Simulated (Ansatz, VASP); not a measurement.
Al5O3 in VASP and in Ansatz

```
Al O
1.0
     2.66004    0.00000    0.00000
     0.00000    2.66004    0.00000
     0.00000    0.00000   13.55341
Al O
5 3
Cartesian
  0.0000 0.0000 3.2832
  0.0000 0.0000 10.2702
  0.0000 0.0000 0.0000
  1.3300 1.3300 5.3108
  1.3300 1.3300 8.2427
  1.3300 1.3300 1.1203
  1.3300 1.3300 12.4331
  0.0000 0.0000 6.7767
```

Change from the starting cell: species swapped into the Ti3Pd5 type (P4/mmm, No. 123).

Alike in both runs: task single point; functional PBE; k mesh 6 × 6 × 2; occupations gaussian, width 0.1 eV; collinear spin.

|  | VASP | Ansatz |
| --- | --- | --- |
| version | VASP 6.6.1 | Ansatz 0.2.0 |
| potentials or method | VASP PAW PBE potentials, release 64 (Al, O), cutoff 520 eV | scalar-relativistic, plane waves, PAW |
| valence electrons in the cell | 33 | 33 |

```tsv
	VASP	Ansatz	Ansatz less VASP
gap on the k mesh at the Fermi level (eV)	none	none	-
pressure (GPa)	0.1	0.1	+0.04
net moment per atom (μB)	0.00	0.00	0.000
```

A gap of «none» marks a metal or a gap that the smearing closes. With one functional, cell and mesh, what is left measures potentials, basis and numerics. Ansatz's warnings: seeded moment not kept.

The k mesh is coarse, so the values compare programs but aren't converged.
